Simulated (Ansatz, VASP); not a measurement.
## One calculation of BN, two programs

```
CELL_PARAMETERS angstrom
2.53912 0.00000 0.00000
0.00000 7.06933 0.00000
0.00000 0.00000 4.31558
ATOMIC_POSITIONS crystal
B 0.50000 0.00000 0.50064
B 0.50000 0.50000 0.00064
B 0.00000 0.00000 0.00064
B 0.00000 0.50000 0.50064
N 0.50000 0.00000 0.16606
N 0.50000 0.50000 0.66606
N 0.00000 0.00000 0.66606
N 0.00000 0.50000 0.16606
```

Alike in both runs: task single point; functional r2SCAN; k mesh 10 × 4 × 6; occupations gaussian, width 0.02 eV; no spin polarisation.

|  | VASP | Ansatz |
| --- | --- | --- |
| version | VASP 6.6.1 | Ansatz 0.2.0 |
| potentials or method | VASP PAW PBE potentials, release 64 (B, N), cutoff 520 eV | scalar-relativistic, plane waves, PAW |
| valence electrons in the cell | 32 | 32 |

|  | VASP | Ansatz | Ansatz less VASP |
| --- | --- | --- | --- |
| gap on the k mesh at the Fermi level (eV) | 4.40 | 4.37 | -0.029 |
| least direct gap on the mesh (eV) | 4.80 | 4.76 | -0.038 |
| pressure (GPa) | -3.7 | -4.1 | -0.35 |
| traceless stress, the component that is largest in VASP (GPa) | -7.49 | -7.80 | -0.310 |

VASP's potentials were made for PBE, not for r2SCAN.
